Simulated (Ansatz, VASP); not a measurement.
**BN: VASP beside Ansatz**

The input POSCAR:

```
BN
1.0
    1.2511217832      0.7223354983      3.3729344033
   -1.2511217832      0.7223354983      3.3729344033
    0.0000000000     -1.4446709967      3.3729344033
B N
1 1
Direct
    0.9996712000      0.9996712000      0.9996712000
    0.3327618000      0.3327618000      0.3327618000
```

The input INCAR.step1:

```
ALGO     = Normal         # electronic algorithm
EDIFF    = 1E-4           # SCF threshold, eV
ENCUT    = 520            # plane-wave cutoff, eV
GGA      = PE             # functional
ISMEAR   = 0              # smearing method
LASPH    = T              # aspherical terms in the spheres
LCHARG   = F              # write CHGCAR
LREAL    = F              # projectors in reciprocal space
LWAVE    = T              # write WAVECAR
NBANDS   = 11             # bands
NELM     = 100            # most SCF steps
PREC     = Accurate       # precision mode
SIGMA    = 0.05           # smearing width, eV
```

File INCAR.step2:

```
ALGO     = Normal         # electronic algorithm
EDIFF    = 1E-6           # SCF threshold, eV
ENCUT    = 520            # plane-wave cutoff, eV
ISIF     = 2              # what is computed and relaxed
ISMEAR   = 0              # smearing method
ISTART   = 1            
LASPH    = T              # aspherical terms in the spheres
LCHARG   = F              # write CHGCAR
LMIXTAU  = T            
LREAL    = F              # projectors in reciprocal space
LWAVE    = F              # write WAVECAR
METAGGA  = R2SCAN         # meta-GGA
NBANDS   = 11             # bands
NELM     = 100            # most SCF steps
PREC     = Accurate       # precision mode
SIGMA    = 0.05           # smearing width, eV
```

File KPOINTS:

```
k-points
0
Gamma
  12 12 12
```

Input for Ansatz:

```yaml
crystal:
  lattice:
    - [1.2511217832, 0.7223354983, 3.3729344033]
    - [-1.2511217832, 0.7223354983, 3.3729344033]
    - [0.0, -1.4446709967, 3.3729344033]
  atoms:
    - { symbol: B, position: [0.9996712, 0.9996712, 0.9996712] }
    - { symbol: "N", position: [0.3327618, 0.3327618, 0.3327618] }
basis:
  ecutwfc: 500
kpoints:
  mp_grid: { grid: [12, 12, 12] }
hamiltonian:
  xc: r2scan
scf:
  occupations: { method: gaussian, width: 0.05 }
output:
  forces: true
  stress: true
  eigenvalues: true
```

Alike in both runs: task single point; functional r2SCAN; k mesh 12 × 12 × 12; occupations gaussian, width 0.05 eV; no spin polarisation.

|  | VASP | Ansatz |
| --- | --- | --- |
| version | VASP 6.6.1 | Ansatz 0.2.0 |
| potentials or method | VASP PAW PBE potentials, release 64 (B, N), cutoff 520 eV | scalar-relativistic, plane waves, PAW |
| valence electrons in the cell | 8 | 8 |

Ansatz gave:

| Item | Value |
| --- | --- |
| gap on the k mesh at the Fermi level (eV) | 4.80 |
| least direct gap on the mesh (eV) | 5.33 |
| pressure (GPa) | -0.3 |
| traceless stress, the component that is largest in VASP (GPa) | 0.73 |
| rms of the force components (eV/Å) | 0.005 |

Task: Estimate VASP's values.

Result: gap on the k mesh at the Fermi level (eV): 4.84; least direct gap on the mesh (eV): 5.39; pressure (GPa): 0.1; traceless stress, the component that is largest in VASP (GPa): 0.07; rms of the force components (eV/Å): 0.005.

VASP's potentials were made for PBE, not for r2SCAN. Atom by atom the forces differ by 0.000 eV/Å (rms over components).
